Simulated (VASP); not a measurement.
A run of VASP 6.6.1:

INCAR

```
SYSTEM = AlCo3
PREC = Accurate
ENCUT = 600
EDIFF = 1E-6
ISMEAR = -1
SIGMA = 0.05
LREAL = .FALSE.
LASPH = .TRUE.
NELM = 200
ALGO = Normal
ISIF = 2
LWAVE = .FALSE.
LCHARG = .FALSE.
ISPIN = 2
MAGMOM = 2 2 2 0
LORBIT = 11
LMAXMIX = 4
GGA = PS
NBANDS = 39
GGA_COMPAT = .FALSE.
```

The input KPOINTS:

```
Automatic mesh
0
G
  8 8 8
  0 0 0
```

File POSCAR:

```
AlCo3
1.0
    3.6219921844      0.0000000000      0.0000000000
    0.0000000000      3.6219921844      0.0000000000
    0.0000000000      0.0000000000      3.6219921844
Co Al
3 1
Direct
    0.0000000000      0.5000000000      0.5000000000
    0.5000000000      0.0000000000      0.5000000000
    0.5000000000      0.5000000000      0.0000000000
    0.0000000000      0.0000000000      0.0000000000
```

Potentials or basis: VASP PAW PBE potentials, release 64 (Co_sv, Al).

Launch:

```console
$ cat potpaw_PBE.64/Co_sv/POTCAR potpaw_PBE.64/Al/POTCAR > POTCAR
$ mpirun -np 1 vasp_std > vasp.out
```

Hardware: 1 thread of Intel(R) Xeon(R) Platinum 8488C (Sapphire Rapids) (shared host).

Q: Estimate the wall time of this run.

A: Run time: 2.5 min on 1 thread of Intel(R) Xeon(R) Platinum 8488C (Sapphire Rapids), with other jobs on the host, peak memory 0.26 GiB. Counts: scf iterations 15, k points 35.
